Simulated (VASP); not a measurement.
# Ru (P6_3/mmc) in VASP: further runs, part 2 of 2

VASP 6.6.1. The steps go on from the part before.

### Step 3. Single point, PBEsol (volume scaled by 1.04)

INCAR

```
SYSTEM = Ru
ALGO = Normal
EDIFF = 1E-7
ENCUT = 520
GGA = PS
ISIF = 2
ISMEAR = -1
LASPH = .True.
LCHARG = .False.
LREAL = .False.
LWAVE = .False.
NBANDS = 21
NELM = 80
PREC = Accurate
SIGMA = 0.05
```

KPOINTS

```
k-points
0
Gamma
  11 11 6
  0 0 0
```

POSCAR

```
Ru
1.0
    2.7414067149      0.0000000000      0.0000000000
   -1.3707033574      2.3741278572      0.0000000000
    0.0000000000      0.0000000000      4.3382472512
Ru
2
Direct
    0.6666666667      0.3333333333      0.7500000000
    0.3333333333      0.6666666667      0.2500000000
```

Potentials or basis: VASP PAW PBE potentials, release 64 (Ru_pv).

Run with:

```bash
$ cat potpaw_PBE.64/Ru_pv/POTCAR > POTCAR
$ mpirun -np 1 vasp_std > vasp.out
```

OUTCAR:

```text
SYSTEM = Ru
   EDIFF = 1E-7
   ENCUT = 520
   GGA = PS
   ISIF = 2
   ISMEAR = -1
   LASPH = .True.
   LREAL = .False.
   NELM = 80
   PREC = Accurate

 ion  position               nearest neighbor table
   1  0.667  0.333  0.750-   2 2.69   2 2.69   2 2.69   2 2.69   2 2.69   2 2.69
   2  0.333  0.667  0.250-   1 2.69   1 2.69   1 2.69   1 2.69   1 2.69   1 2.69

  LATTYP: Found a hexagonal cell.
 ALAT       =     2.7414067149
 C/A-ratio  =     1.5824894670

  Lattice vectors:

 A1 = (   2.7414067149,   0.0000000000,   0.0000000000)
 A2 = (  -1.3707033574,   2.3741278572,   0.0000000000)
 A3 = (   0.0000000000,   0.0000000000,   4.3382472512)

Analysis of symmetry for initial positions (statically):
=====================================================================
 Subroutine PRICEL returns:
 Original cell was already a primitive cell.

 Routine SETGRP: Setting up the symmetry group for a
 hexagonal supercell.

 Subroutine GETGRP returns: Found 24 space group operations
 (whereof 12 operations were pure point group operations)
 out of a pool of 24 trial point group operations.

The static configuration has the point symmetry D_3d.
 The point group associated with its full space group is D_6h.

Analysis of symmetry for dynamics (positions and initial velocities):
=====================================================================
 Subroutine PRICEL returns:
 Original cell was already a primitive cell.

 Routine SETGRP: Setting up the symmetry group for a
 hexagonal supercell.

 Subroutine GETGRP returns: Found 24 space group operations
 (whereof 12 operations were pure point group operations)
 out of a pool of 24 trial point group operations.

The dynamic configuration has the point symmetry D_3d.
 The point group associated with its full space group is D_6h.

 Subroutine INISYM returns: Found 24 space group operations
 (whereof 12 operations are pure point group operations),
 and found     1 'primitive' translations

----------------------------------------------------------------------------------------

                                     Primitive cell

  volume of cell :      28.2353

  direct lattice vectors                    reciprocal lattice vectors
     2.741406715  0.000000000  0.000000000     0.364776228  0.210603653  0.000000000
    -1.370703357  2.374127857  0.000000000     0.000000000  0.421207306  0.000000000
     0.000000000  0.000000000  4.338247251     0.000000000  0.000000000  0.230507839

  length of vectors
     2.741406715  2.741406715  4.338247251     0.421207306  0.421207306  0.230507839

  position of ions in fractional coordinates (direct lattice)
     0.666666667  0.333333333  0.750000000
     0.333333333  0.666666667  0.250000000

  ion indices of the primitive-cell ions
   primitive index   ion index
                 1           1
                 2           2

----------------------------------------------------------------------------------------

 KPOINTS: k-points

Automatic generation of k-mesh.
 Grid dimensions read from file:
 generate k-points for:   11   11    6

 Generating k-lattice:

  Cartesian coordinates                     Fractional coordinates (reciprocal lattice)
     0.033161475  0.019145787  0.000000000     0.090909091  0.000000000  0.000000000
     0.000000000  0.038291573  0.000000000     0.000000000  0.090909091  0.000000000
     0.000000000  0.000000000  0.038417973     0.000000000  0.000000000  0.166666667

  Length of vectors
     0.038291573  0.038291573  0.038417973

  Shift w.r.t. Gamma in fractional coordinates (k-lattice)
     0.000000000  0.000000000  0.000000000

 Subroutine IBZKPT returns following result:
 ===========================================

 Found     64 irreducible k-points:

 Following reciprocal coordinates:
            Coordinates               Weight
  0.000000  0.000000  0.000000      1.000000
  0.090909 -0.000000  0.000000      6.000000
  0.181818  0.000000  0.000000      6.000000
  0.272727  0.000000  0.000000      6.000000
  0.363636  0.000000  0.000000      6.000000
  0.454545  0.000000  0.000000      6.000000
[... 16 lines left out ...]
  0.090909  0.090909  0.166667     12.000000
  0.181818  0.090909  0.166667     24.000000
 [... further k-points ...]
   k-points           NKPTS =     64   k-points in BZ     NKDIM =     64   number of bands    NBANDS=     21
   number of dos      NEDOS =    301   number of ions     NIONS =      2
   total plane-waves  NPLWV =  12800
   dimension x,y,z NGX =    20 NGY =   20 NGZ =   32
   dimension x,y,z NGXF=    40 NGYF=   40 NGZF=   64
   ions per type =               2
   NGX,Y,Z   is equivalent  to a cutoff of  12.13, 12.13, 12.26 a.u.
   NGXF,Y,Z  is equivalent  to a cutoff of  24.26, 24.26, 24.53 a.u.
 SYSTEM =  Ru
   PREC   = accura    normal or accurate (medium, high low for compatibility)
   ISTART =      0    job   : 0-new  1-cont  2-samecut
   ICHARG =      2    charge: 1-file 2-atom 10-const
   ISPIN  =      1    spin polarized calculation?
   LNONCOLLINEAR =      F non collinear calculations
   LSORBIT =      F    spin-orbit coupling
   LASPH  =      T    aspherical Exc in radial PAW
   ENCUT  =  520.0 eV  38.22 Ry    6.18 a.u.   5.10  5.10  8.07*2*pi/ulx,y,z
   NELM   =     80;   NELMIN=  2; NELMDL= -5     # of ELM steps
   EDIFF  = 0.1E-06   stopping-criterion for ELM
   LREAL  =      F    real-space projection
   EDIFFG = 0.1E-05   stopping-criterion for IOM
   NSW    =      0    number of steps for IOM
   IBRION =     -1    ionic relax: 0-MD 1-quasi-New 2-CG
   NFREE  =      0    steps in history (QN), initial steepest desc. (CG)
   ISIF   =      2    stress and relaxation
   ISYM   =      2    0-nonsym 1-usesym 2-fastsym
   POTIM  = 0.5000    time-step for ionic-motion
   TEBEG  =    0.0;   TEEND  =   0.0 temperature during run
   PSTRESS=    0.0 pullay stress
   NELECT =      28.0000    total number of electrons
   NUPDOWN=      -1.0000    fix difference up-down
   EMIN   =  10.00;   EMAX   =-10.00  energy-range for DOS
   EFERMI =   0.00;   METHOD = LEGACY
   ISMEAR =    -1;   SIGMA  =   0.05  broadening in eV -4-tet -1-fermi 0-gaus
   EFERMI_NEDOS =   21; number of points for ismear=-14 and -15
   IALGO  =     38    algorithm
   IMIX   =      4    mixing-type and parameters
     AMIX     =   0.40;   BMIX     =  1.00
     AMIX_MAG =   1.60;   BMIX_MAG =  1.00
  volume/ion in A,a.u.               =      14.12        95.27
  Fermi-wavevector in a.u.,A,eV,Ry     =   1.632539  3.085051 36.262022  2.665183
  Thomas-Fermi vector in A             =   2.724493
   LORBIT       =      0    0 simple, 1 ext, 2 COOP (PROOUT), +10 PAW based schemes
   GGA     = PS    functional components
   LHFCALC =     F    Hartree Fock is set to
   AEXX    =    0.0000 exact exchange contribution
   IVDW    =     0    specifies the selected vdW correction
   LEPSILON=     F    determine dielectric tensor
   LRPA    =     F    only Hartree local field effects (RPA)
 non-spin polarized calculation
  energy-cutoff  :      520.00
  volume of cell :       28.24
 maximum number of plane-waves:       776
   NGX = 11   NGY = 11   NGZ = 17

 number of electron      28.0000011 magnetization

 Free energy of the ion-electron system (eV)
  ---------------------------------------------------
  ext. energy  EPLUGINS =         0.00000000
  ---------------------------------------------------
  free energy    TOTEN  =       -20.24677044 eV

  energy without entropy =      -20.22906627  energy(sigma->0) =      -20.23791835

 E-fermi :  11.9290     XC(G=0): -14.0406

 val. band max:       11.9146060912   @ k =   0.2727   0.0000   0.0000
 cond. band min:      11.9493450924   @ k =   0.2727   0.1818   0.0000
 fundamental gap:      0.0347390012
 Fermi energy:        11.9289656930

 k-point     1 :       0.0000    0.0000    0.0000
  band No.  band energies     occupation
      1     -31.4637      2.00000
      2     -30.6379      2.00000
      3     -30.6379      2.00000
      4     -30.4865      2.00000
      5     -30.4865      2.00000
      6     -30.4531      2.00000
[... 13 lines left out ...]
     20      22.3201      0.00000
     21      22.3409      0.00000

 k-point     2 :       0.0909   -0.0000    0.0000
  band No.  band energies     occupation
      1     -31.4389      2.00000
      2     -30.6900      2.00000
      3     -30.6555      2.00000
      4     -30.5408      2.00000
      5     -30.4938      2.00000
      6     -30.4647      2.00000
[... 520 lines left out ...]
 k-point    24 :       0.1818    0.0909    0.1667
  band No.  band energies     occupation
      1     -31.2798      2.00000
      2     -30.8969      2.00000
      3     -30.8546      2.00000
      4     -30.7189      2.00000
      5     -30.5683      2.00000
      6     -30.5411      2.00000
[... 13 lines left out ...]
     20      22.3198      0.00000
     21      23.2676      0.00000

 [... further k-points ...]
[... 5 lines left out ...]
  --------------------------------------------------------------------------------------
  -------------------------------------------------------------------------------------
  Total       -3.0317434     -3.0317434     -3.2481135     -0.0000000      0.0000000      0.0000000
  in kB     -172.0327533   -172.0327533   -184.3104280     -0.0000000      0.0000000      0.0000000
  external PRESSURE =    -176.1253116 kB  Pullay stress =       0.0000000 kB

 VOLUME and BASIS-vectors are now :
 -----------------------------------------------------------------------------
  energy-cutoff  :      520.00
  volume of cell :       28.24
      direct lattice vectors                 reciprocal lattice vectors
     2.741406715  0.000000000  0.000000000     0.364776228  0.210603653  0.000000000
    -1.370703357  2.374127857  0.000000000     0.000000000  0.421207306  0.000000000
     0.000000000  0.000000000  4.338247251     0.000000000  0.000000000  0.230507839

 POSITION                                       TOTAL-FORCE (eV/Angst)
 -----------------------------------------------------------------------------------
      1.37070      0.79138      3.25369        -0.000000      0.000000      0.000000
     -0.00000      1.58275      1.08456         0.000000     -0.000000      0.000000
 -----------------------------------------------------------------------------------
    total drift:                                0.000000     -0.000000      0.000000

  FREE ENERGIE OF THE ION-ELECTRON SYSTEM (eV)
  ---------------------------------------------------
  free  energy   TOTEN  =       -20.2467704421 eV

  energy  without entropy=      -20.2290662664  energy(sigma->0) =      -20.23791835
```

Wall time 13 s (1 thread of AMD EPYC 9R45 (Zen 5), shared host); peak memory 0.12 GiB.

Results:

```yaml
Free_energy: -20.2468 eV
Pressure: -17.6 GPa
Band_gap_on_the_k_mesh: zero (band 14 reaches 13.41 eV, above the bottom of band 15 at 10.51 eV)
```

Caveat: the cell differs from its parent crystal (volume scaled by 1.04); the PAW data sets were made with another functional, which shifts forces and pressure a little.

### Step 4. Single point, PBEsol

INCAR

```
ALGO     = Normal         # electronic algorithm
EDIFF    = 1E-6           # SCF threshold, eV
ENCUT    = 520            # plane-wave cutoff, eV
GGA      = PS             # functional
ISIF     = 2              # what is computed and relaxed
ISMEAR   = -1             # smearing method
LASPH    = True           # aspherical terms in the spheres
LCHARG   = False          # write CHGCAR
LREAL    = False          # projectors in reciprocal space
LWAVE    = False          # write WAVECAR
NBANDS   = 21             # bands
NELM     = 100            # most SCF steps
PREC     = Accurate       # precision mode
SIGMA    = 0.05           # smearing width, eV
```

KPOINTS

```
k-points
0
Gamma
  11 11 6
```

POSCAR

```
Ru
1.0
    2.7588683749      0.0000000000      0.0000000000
   -1.3794341875      2.3892500984      0.0000000000
    0.0000000000      0.0000000000      4.3658801443
Ru
2
Direct
    0.6666666667      0.3333333333      0.7500000000
    0.3333333333      0.6666666667      0.2500000000
```

Potentials or basis: VASP PAW PBE potentials, release 64 (Ru_pv).

Run with:

```bash
$ cat potpaw_PBE.64/Ru_pv/POTCAR > POTCAR
$ mpirun -np 1 vasp_std > vasp.out
```

OUTCAR:

```text
EDIFF = 1E-6
   ENCUT = 520
   GGA = PS
   ISIF = 2
   ISMEAR = -1
   LASPH = True
   LREAL = False
   NELM = 100
   PREC = Accurate

 ion  position               nearest neighbor table
   1  0.667  0.333  0.750-   2 2.70   2 2.70   2 2.70   2 2.70   2 2.70   2 2.70
   2  0.333  0.667  0.250-   1 2.70   1 2.70   1 2.70   1 2.70   1 2.70   1 2.70

  LATTYP: Found a hexagonal cell.
 ALAT       =     2.7588683749
 C/A-ratio  =     1.5824894671

  Lattice vectors:

 A1 = (   2.7588683749,   0.0000000000,   0.0000000000)
 A2 = (  -1.3794341875,   2.3892500984,   0.0000000000)
 A3 = (   0.0000000000,   0.0000000000,   4.3658801443)

Analysis of symmetry for initial positions (statically):
=====================================================================
 Subroutine PRICEL returns:
 Original cell was already a primitive cell.

 Routine SETGRP: Setting up the symmetry group for a
 hexagonal supercell.

 Subroutine GETGRP returns: Found 24 space group operations
[... 154 lines left out ...]
 NGX is ok and might be reduce to    24

 number of electron      28.0000012 magnetization

 Free energy of the ion-electron system (eV)
  ---------------------------------------------------
  ext. energy  EPLUGINS =         0.00000000
  ---------------------------------------------------
  free energy    TOTEN  =       -20.17943546 eV

  energy without entropy =      -20.16128134  energy(sigma->0) =      -20.17035840

 E-fermi :  11.5975     XC(G=0): -13.9243

 val. band max:       11.5824341973   @ k =   0.2727   0.0000   0.0000
 cond. band min:      11.6172953176   @ k =   0.2727   0.1818   0.0000
 fundamental gap:      0.0348611203
 Fermi energy:        11.5974730346

 k-point     1 :       0.0000    0.0000    0.0000
  band No.  band energies     occupation
      1     -31.7317      2.00000
      2     -30.9568      2.00000
      3     -30.9568      2.00000
      4     -30.8142      2.00000
      5     -30.8142      2.00000
      6     -30.7836      2.00000
[... 565 lines left out ...]
     20      22.0113      0.00000
     21      22.7402      0.00000

 [... further k-points ...]
[... 5 lines left out ...]
  --------------------------------------------------------------------------------------
  -------------------------------------------------------------------------------------
  Total       -3.9098438     -3.9098438     -4.1857979      0.0000000      0.0000000     -0.0000000
  in kB     -217.6735157   -217.6735157   -233.0367631      0.0000000      0.0000000     -0.0000000
  external PRESSURE =    -222.7945981 kB  Pullay stress =       0.0000000 kB

 VOLUME and BASIS-vectors are now :
 -----------------------------------------------------------------------------
  energy-cutoff  :      520.00
  volume of cell :       28.78
      direct lattice vectors                 reciprocal lattice vectors
     2.758868375  0.000000000  0.000000000     0.362467456  0.209270683  0.000000000
    -1.379434188  2.389250098  0.000000000     0.000000000  0.418541366  0.000000000
     0.000000000  0.000000000  4.365880144     0.000000000  0.000000000  0.229048890

 POSITION                                       TOTAL-FORCE (eV/Angst)
 -----------------------------------------------------------------------------------
      1.37943      0.79642      3.27441         0.000000     -0.000000      0.000000
     -0.00000      1.59283      1.09147        -0.000000      0.000000      0.000000
 -----------------------------------------------------------------------------------
    total drift:                               -0.000000      0.000000     -0.000000

  FREE ENERGIE OF THE ION-ELECTRON SYSTEM (eV)
  ---------------------------------------------------
  free  energy   TOTEN  =       -20.1794354633 eV

  energy  without entropy=      -20.1612813428  energy(sigma->0) =      -20.17035840
```

It took 16 s on 1 thread of AMD EPYC 9R45 (Zen 5), shared host; peak memory 0.13 GiB.

Results:

```
Free energy            : -20.1794 eV
Pressure               : -22.3 GPa
Band gap on the k mesh : zero (band 14 reaches 13.03 eV, above the bottom of band 15 at 10.22 eV)
```

Caveat: the PAW data sets were made with another functional, which shifts forces and pressure a little.

### Step 5. Single point, revPBE+D3(BJ)

This run uses another cell than the first one, of 14.39 Å³/atom, 1.060 times its volume.

INCAR

```
SYSTEM = Ru
PREC = Accurate
ENCUT = 520
EDIFF = 1E-6
ISMEAR = -1
SIGMA = 0.05
LREAL = .FALSE.
LASPH = .TRUE.
NELM = 100
ALGO = Normal
ISIF = 2
LWAVE = .FALSE.
LCHARG = .FALSE.
GGA = RE
IVDW = 12
NBANDS = 21
```

KPOINTS

```
regular mesh
0
G
  11 11 6
  0 0 0
```

POSCAR is that of step 4.

Run with:

```bash
$ cat potpaw_PBE.64/Ru_pv/POTCAR > POTCAR
$ mpirun -np 1 vasp_std > vasp.out
```

Wall time 20 s (1 thread of Intel Xeon 6975P-C, shared host); peak memory 0.18 GiB.

Results (log left out):

```yaml
Free_energy: -19.6401 eV
Pressure: -22.4 GPa
Band_gap_on_the_k_mesh: zero (band 14 reaches 13.21 eV, above the bottom of band 15 at 10.42 eV)
Dispersion_energy_per_atom: -1.111 eV
```

Stress tensor (GPa, compression positive):
```
-22.09   0.00   0.00
  0.00 -22.09   0.00
  0.00   0.00 -23.13
```

Levels at points of the mesh, in eV from the Fermi level:
```csv
k point,band 10,band 11,band 12,band 13,band 14,band 15,band 16,band 17,band 18,band 19
"(0.00, 0.00, 0.00)",-2.31,-2.15,-1.69,-1.69,-1.21,-1.21,1.14,1.14,1.31,9.70
"(0.00, 0.00, 0.50)",-2.46,-2.46,-2.46,-2.46,-2.46,0.55,0.55,0.55,0.55,10.63
```

Caveat: the PAW data sets were made with another functional, which shifts forces and pressure a little; pairwise dispersion overbinds metals, which lowers pressure and volume.

### Step 6. Summary

```tsv
task	level	cell	cutoff (eV)	gap on the mesh (eV)	pressure (GPa)
relaxation of cell and atoms	PBEsol	relaxed to 30 GPa from a = 2.706, b = 2.706, c = 4.282 Å, angles 90.0, 90.0, 120.0°, 2 atoms	600	none	30.0
single point	PBEsol	a = 2.741, b = 2.741, c = 4.338 Å, angles 90.0, 90.0, 120.0°, 2 atoms	520	none	-17.6
single point	PBEsol	a = 2.759, b = 2.759, c = 4.366 Å, angles 90.0, 90.0, 120.0°, 2 atoms	520	none	-22.3
single point	revPBE+D3(BJ)	a = 2.759, b = 2.759, c = 4.366 Å, angles 90.0, 90.0, 120.0°, 2 atoms	520	none	-22.4
```

Alike in all rows: potentials or basis VASP PAW PBE potentials, release 64 (Ru_pv); no spin polarisation; k mesh 11 × 11 × 6; smearing fermi-dirac 0.05 eV.

Caveats: the PAW data sets were made with another functional, which shifts forces and pressure a little; the cell is relaxed towards a set pressure, so the enthalpy falls and the energy may rise (some runs); pairwise dispersion overbinds metals, which lowers pressure and volume (some runs).

Total energies depend on the potentials used, so only differences within one code and one set of settings carry meaning.
